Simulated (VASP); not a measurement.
# Al2O3: single point with PBEsol

Al2O3:

```
CELL_PARAMETERS angstrom
2.77608 0.00000 0.00000
-1.38804 2.40416 0.00000
0.00000 0.00000 7.57464
ATOMIC_POSITIONS crystal
Al 0.00000 0.00000 0.27795
Al 0.00000 0.00000 0.72205
O 0.33333 0.66667 0.19945
O 0.66667 0.33333 0.80055
O 0.00000 0.00000 0.50000
```

This cell differs from its parent crystal: strain -0.080 along x and y, +0.000 along z.

```json
{"Program": "VASP 6.6.1", "Task": "single point", "Functional": "PBEsol", "Potentials or basis": "VASP PAW PBE potentials, release 64 (Al, O)", "Cutoff": "520 eV", "k mesh": "12 × 12 × 4", "Occupations": "gaussian, width 0.05 eV", "Spin": "no spin polarisation", "Dipole correction": "no", "Further INCAR settings": "ALGO = Normal; EDIFF = 1e-07; NBANDS = 20"}
```

The pressure is 32.1 GPa and the largest force is 2.277 eV/Å. The band gap on the k mesh is 2.43 eV, direct.

Forces in eV/Å, atoms in the order of the input:
```
Al   0.000  0.000  2.277
Al   0.000  0.000 -2.277
O    0.000  0.000 -1.804
O    0.000  0.000  1.804
O    0.000  0.000  0.000
```

Stress tensor (GPa, compression positive):
```
46.76  0.00  0.00
 0.00 46.76  0.00
 0.00  0.00  2.65
```

Levels at points of the mesh, in eV from the valence-band top:
```csv
k point,band 8,band 9,band 10,band 11,band 12,band 13,band 14,band 15,band 16,band 17
"(0.00, 0.00, 0.00)",-5.18,-5.18,-3.75,0.00,0.00,2.43,4.79,7.13,10.13,10.28
"(0.50, 0.00, 0.00)",-5.87,-4.90,-4.40,-3.11,-0.75,3.60,5.63,8.47,9.22,9.38
"(0.00, 0.00, 0.50)",-5.18,-5.18,-4.40,0.00,0.00,3.53,3.55,8.24,8.32,11.72
"(0.50, 0.00, 0.50)",-5.79,-5.14,-4.39,-3.05,-0.75,4.05,4.99,8.27,8.74,10.41
```

Wall time 28 s on 1 thread of Intel(R) Xeon(R) 6975P-C (Granite Rapids), with other jobs on the host, peak memory 0.2 GiB.

Caveat: the cell differs from its parent crystal (strain -0.080 along x and y, +0.000 along z); the PAW data sets were made with another functional, which shifts forces and pressure a little. A k mesh can miss the band edges.
